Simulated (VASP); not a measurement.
Input of a VASP 6.6.1 run:

File INCAR:

```
PREC = Accurate
ENCUT = 500
EDIFF = 1E-6
ISMEAR = 0
SIGMA = 0.1
LREAL = False
LASPH = True
NELM = 120
ALGO = Normal
ISIF = 2
LWAVE = False
LCHARG = True
GGA = PS
LELF = True
LVHAR = True
NBANDS = 26
GGA_COMPAT = False
```

Contents of KPOINTS:

```
Automatic mesh
0
Gamma
  6 6 4
```

Contents of POSCAR:

```
ZnS
1.0
    3.8375309900      0.0000000000      0.0000000000
   -1.9187655000      3.3233993300      0.0000000000
    0.0000000000      0.0000000000      6.1480997300
Zn S
2 2
Direct
    0.3333333300      0.6666666700      0.5000000000
    0.6666666700      0.3333333300      0.0000000000
    0.6666666700      0.3333333300      0.3790100000
    0.3333333300      0.6666666700      0.8790100000
```

Potentials or basis: VASP PAW PBE potentials, release 64 (Zn, S).

Command:

```console
$ cat potpaw_PBE.64/Zn/POTCAR potpaw_PBE.64/S/POTCAR > POTCAR
$ mpirun -np 1 vasp_std > vasp.out
```

(1) Predict the largest force.

(2) What does it give for the pressure?

(3) Predict the band gap on the k mesh.

## Answers

(1) 0.012 eV/Å.

(2) -1.2 GPa.

(3) 2.10 eV.

Caveat: the PAW data sets were made with another functional, which shifts forces and pressure a little.
